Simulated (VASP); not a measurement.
# Li2O (Fm-3m) in VASP: a series of runs, part 2 of 2

VASP 6.6.1.

**4. Electric field gradients, PBEsol (volume scaled by 1.06)**

File INCAR:

```
SYSTEM = Li2O
ALGO     = Normal         ! electronic algorithm
EDIFF    = 1E-8           ! SCF threshold, eV
ENCUT    = 650            ! plane-wave cutoff, eV
GGA      = PS             ! functional
GGA_COMPAT= .FALSE.      
ISIF     = 2              ! what is computed and relaxed
ISMEAR   = -1             ! smearing method
LASPH    = .TRUE.         ! aspherical terms in the spheres
LCHARG   = .FALSE.        ! write CHGCAR
LEFG     = .TRUE.       
LREAL    = .FALSE.        ! projectors in reciprocal space
LWAVE    = .FALSE.        ! write WAVECAR
NBANDS   = 13             ! bands
NELM     = 120            ! most SCF steps
PREC     = Accurate       ! precision mode
SIGMA    = 0.03           ! smearing width, eV
```

File KPOINTS:

```
k-points
0
G
  9 9 9
  0 0 0
```

File POSCAR:

```
Li2O
1.0
    0.0000000000      2.3547958134      2.3547958134
    2.3547958134      0.0000000000      2.3547958134
    2.3547958134      2.3547958134      0.0000000000
Li O
2 1
Direct
    0.2500000000      0.2500000000      0.2500000000
    0.7500000000      0.7500000000      0.7500000000
    0.0000000000      0.0000000000      0.0000000000
```

Potentials or basis: VASP PAW PBE potentials, release 64 (Li_sv, O).

Run with:

```
$ cat potpaw_PBE.64/Li_sv/POTCAR potpaw_PBE.64/O/POTCAR > POTCAR
$ mpirun -np 1 vasp_std > vasp.out
```

OUTCAR:

```text
SYSTEM = Li2O
   EDIFF = 1E-8
   ENCUT = 650
   GGA = PS
   ISIF = 2
   ISMEAR = -1
   LASPH = .TRUE.
   LREAL = .FALSE.
   NELM = 120
   PREC = Accurate

 ion  position               nearest neighbor table
   1  0.250  0.250  0.250-   3 2.04   3 2.04   3 2.04   3 2.04   2 2.35   2 2.35   2 2.35   2 2.35
                             2 2.35   2 2.35
   2  0.750  0.750  0.750-   3 2.04   3 2.04   3 2.04   3 2.04   1 2.35   1 2.35   1 2.35   1 2.35
                             1 2.35   1 2.35
   3  0.000  0.000  0.000-   2 2.04   2 2.04   2 2.04   1 2.04   2 2.04   1 2.04   1 2.04   1 2.04

  LATTYP: Found a face centered cubic cell.
 ALAT       =     4.7095916268

  Lattice vectors:

 A1 = (   0.0000000000,   2.3547958134,   2.3547958134)
 A2 = (   2.3547958134,   0.0000000000,   2.3547958134)
 A3 = (   2.3547958134,   2.3547958134,   0.0000000000)

Analysis of symmetry for initial positions (statically):
=====================================================================
 Subroutine PRICEL returns:
 Original cell was already a primitive cell.

 Routine SETGRP: Setting up the symmetry group for a
 face centered cubic supercell.

 Subroutine GETGRP returns: Found 48 space group operations
 (whereof 48 operations were pure point group operations)
 out of a pool of 48 trial point group operations.

The static configuration has the point symmetry O_h .

Analysis of symmetry for dynamics (positions and initial velocities):
=====================================================================
 Subroutine PRICEL returns:
[... 542 lines left out ...]
      8      13.7549      0.00000
      9      13.7549      0.00000
     10      14.7082      0.00000
     11      15.8049      0.00000
     12      20.0523      0.00000
     13      23.5225      0.00000

 [... further k-points ...]

------------------------ aborting loop because EDIFF is reached ----------------------------------------

  FORCE on cell =-STRESS in cart. coord.  units (eV):
  Direction    XX          YY          ZZ          XY          YZ          ZX
  --------------------------------------------------------------------------------------
  -------------------------------------------------------------------------------------
  Total       -1.0062545     -1.0062545     -1.0062545      0.0000000      0.0000000     -0.0000000
  in kB      -61.7346015    -61.7346015    -61.7346015      0.0000000      0.0000000     -0.0000000
  external PRESSURE =     -61.7346015 kB  Pullay stress =       0.0000000 kB

 VOLUME and BASIS-vectors are now :
 -----------------------------------------------------------------------------
  energy-cutoff  :      650.00
  volume of cell :       26.11
      direct lattice vectors                 reciprocal lattice vectors
     0.000000000  2.354795813  2.354795813    -0.212332635  0.212332635  0.212332635
     2.354795813  0.000000000  2.354795813     0.212332635 -0.212332635  0.212332635
     2.354795813  2.354795813  0.000000000     0.212332635  0.212332635 -0.212332635

 POSITION                                       TOTAL-FORCE (eV/Angst)
 -----------------------------------------------------------------------------------
      1.17740      1.17740      1.17740        -0.000000      0.000000      0.000000
      3.53219      3.53219      3.53219         0.000000     -0.000000     -0.000000
      0.00000      0.00000      0.00000         0.000000      0.000000      0.000000
 -----------------------------------------------------------------------------------
    total drift:                                0.000000      0.000000      0.000000

  FREE ENERGIE OF THE ION-ELECTRON SYSTEM (eV)
  ---------------------------------------------------
  free  energy   TOTEN  =       -14.7182197023 eV

  energy  without entropy=      -14.7182197023  energy(sigma->0) =      -14.71821970

 Electric field gradients (V/A^2)
---------------------------------------------------------------------
 ion       V_xx      V_yy      V_zz      V_xy      V_xz      V_yz
---------------------------------------------------------------------
   1      -0.000    -0.000     0.000    -0.001    -0.001    -0.001
   2      -0.000    -0.000     0.000    -0.001    -0.001    -0.001
   3      -0.000    -0.000     0.000     0.000     0.000     0.000
---------------------------------------------------------------------

 Electric field gradients after diagonalization (V/A^2)
 (convention: |V_zz| > |V_xx| > |V_yy|)
----------------------------------------------------------------------
 ion       V_xx      V_yy      V_zz     asymmetry (V_yy - V_xx)/ V_zz
----------------------------------------------------------------------
   1       0.001     0.001    -0.003       0.000
   2       0.001     0.001    -0.003       0.000
   3      -0.000    -0.000     0.001       0.000
----------------------------------------------------------------------

           NMR quadrupolar parameters

 Cq : quadrupolar parameter    Cq=e*Q*V_zz/h
 eta: asymmetry parameters     (V_yy - V_xx)/ V_zz
 Q  : nuclear electric quadrupole moment in mb (millibarn)
----------------------------------------------------------------------
 ion       Cq(MHz)       eta       Q (mb)
----------------------------------------------------------------------
   1      -0.000       0.000       1.000
   2      -0.000       0.000       1.000
   3       0.000       0.000       1.000
----------------------------------------------------------------------
```

OSZICAR:

```text
N       E                     dE             d eps       ncg     rms          rms(c)
DAV:   1     0.476107156889E+02    0.47611E+02   -0.64642E+03   910   0.115E+03
DAV:   2    -0.106556168138E+02   -0.58266E+02   -0.55950E+02  1086   0.234E+02
DAV:   3    -0.162104187008E+02   -0.55548E+01   -0.55028E+01  1644   0.520E+01
DAV:   4    -0.163268321079E+02   -0.11641E+00   -0.11639E+00  1048   0.770E+00
DAV:   5    -0.163275158911E+02   -0.68378E-03   -0.68378E-03  1303   0.569E-01    0.697E+00
DAV:   6    -0.147895175037E+02    0.15380E+01   -0.76893E+00   965   0.142E+01    0.293E+00
DAV:   7    -0.147346046409E+02    0.54913E-01   -0.21909E-01  1115   0.312E+00    0.147E+00
DAV:   8    -0.147198482162E+02    0.14756E-01   -0.72837E-02   955   0.257E+00    0.424E-01
DAV:   9    -0.147179862972E+02    0.18619E-02   -0.57216E-03  1202   0.644E-01    0.127E-01
DAV:  10    -0.147182469435E+02   -0.26065E-03   -0.58960E-04  1050   0.208E-01    0.532E-02
DAV:  11    -0.147182196215E+02    0.27322E-04   -0.60553E-05  1193   0.811E-02    0.121E-02
DAV:  12    -0.147182205075E+02   -0.88602E-06   -0.59422E-06  1161   0.265E-02    0.797E-03
DAV:  13    -0.147182197894E+02    0.71808E-06   -0.36358E-06  1120   0.167E-02    0.158E-03
DAV:  14    -0.147182197223E+02    0.67152E-07   -0.53409E-08  1187   0.241E-03    0.100E-03
DAV:  15    -0.147182196998E+02    0.22414E-07   -0.39813E-08  1304   0.139E-03    0.510E-05
DAV:  16    -0.147182197023E+02   -0.25002E-08   -0.19690E-09   752   0.420E-04
   1 F= -.14718220E+02 E0= -.14718220E+02  d E =-.989625E-11
```

It took 15 s on 1 thread of Intel Xeon 6975P-C, shared host; peak memory 0.15 GiB.

What came out:

```
Free energy            : -14.7182 eV
Pressure               : -6.2 GPa
Band gap on the k mesh : 4.76 eV, direct
```

Caveat: without QUAD_EFG the Cq values of the log hold for a quadrupole moment of 1 mb, not for the nuclei; the PAW data sets were made with another functional, which shifts forces and pressure a little. A k mesh can miss the band edges.

**5. Overview**

| cell | gap on the mesh (eV) | pressure (GPa) |
| --- | --- | --- |
| a = 3.255 Å, angles 60.0°, 3 atoms | 4.94 | -1.4 |
| a = 3.288 Å, angles 60.0°, 3 atoms | 4.88 | -3.7 |
| a = 3.330 Å, angles 60.0°, 3 atoms | 4.76 | -6.2 |

Alike in all rows: task electric field gradients; level PBEsol; potentials or basis VASP PAW PBE potentials, release 64 (Li_sv, O); no spin polarisation; k mesh 9 × 9 × 9; cutoff (eV) 650; smearing fermi-dirac 0.03 eV.

Caveats: the PAW data sets were made with another functional, which shifts forces and pressure a little.

Total energies depend on the potentials used, so only differences within one code and one set of settings carry meaning.
